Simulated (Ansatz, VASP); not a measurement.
## TaSi2: VASP beside Ansatz

```
Ta Si
1.0
     4.80510    0.00000    0.00000
    -2.40255    4.16134    0.00000
     0.00000    0.00000    6.59887
Ta Si
3 6
Direct
  0.50000 0.00000 0.50000
  0.50000 0.50000 0.83333
  0.00000 0.50000 0.16667
  0.15892 0.31784 0.50000
  0.84108 0.15892 0.83333
  0.68216 0.84108 0.16667
  0.84108 0.68216 0.50000
  0.15892 0.84108 0.83333
  0.31784 0.15892 0.16667
```

Alike in both runs: task relaxation of cell and atoms; functional PBE; dispersion D3(BJ); k mesh 9 × 9 × 6; occupations gaussian, width 0.1 eV; no spin polarisation.

|  | VASP | Ansatz |
| --- | --- | --- |
| version | VASP 6.6.1 | Ansatz 0.2.0 |
| potentials or method | VASP PAW PBE potentials, release 64 (Ta_pv, Si), cutoff 600 eV | scalar-relativistic, plane waves, PAW |
| valence electrons in the cell | 57 | 63 |

VASP gave:

| Property | Result |
| --- | --- |
| gap on the k mesh at the Fermi level, each at its own relaxed structure (eV) | none |
| relaxed volume (Å³/atom) | 14.19 |
| relaxed cell length with the largest relative difference (Å) | 4.748 |

**Question.** What did Ansatz give for the same quantities?

**Answer.** gap on the k mesh at the Fermi level, each at its own relaxed structure (eV): none; relaxed volume (Å³/atom): 14.18; relaxed cell length with the largest relative difference (Å): 4.747.

A gap of «none» marks a metal or a gap that the smearing closes. VASP's potentials hold 57 valence electrons a cell and Ansatz's 63, so a difference there can come from the potentials and not from the codes.

Neither program's run includes spin-orbit coupling.
